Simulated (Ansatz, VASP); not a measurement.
BAs in VASP and in Ansatz

```
B As
1.0
     0.00000    2.38850    2.31684
     2.38850    0.00000    2.31684
     2.38850    2.38850    0.00000
B As
1 1
Cartesian
  0.0000 0.0000 0.0000
  1.1943 1.1943 1.1584
```

Change from the starting cell: z stretched by -3 %, ions relaxed.

Alike in both runs: functional PBE; k mesh 16 × 16 × 16; occupations fermi-dirac, width 0.02 eV; no spin polarisation.

Ansatz relaxed the structure, and its values are those at the end. VASP's run is a single point on that final structure, the one shown.

|  | VASP | Ansatz |
| --- | --- | --- |
| version | VASP 6.6.1 | Ansatz 0.2.0 |
| potentials or method | VASP PAW PBE potentials, release 64 (B, As) | plane-wave PAW, scalar-relativistic |
| plane-wave cutoff (eV) | 520 | 420 |
| valence electrons in the cell | 8 | 18 |

Ansatz gave:

```
pressure (GPa) : 7.4
```

Q: Which values does VASP return?

A: Pressure (GPa): 8.1.

VASP's potentials hold 8 valence electrons a cell and Ansatz's 18, so a difference there can come from the potentials and not from the codes. Ansatz's warnings: stress scf threshold loose.
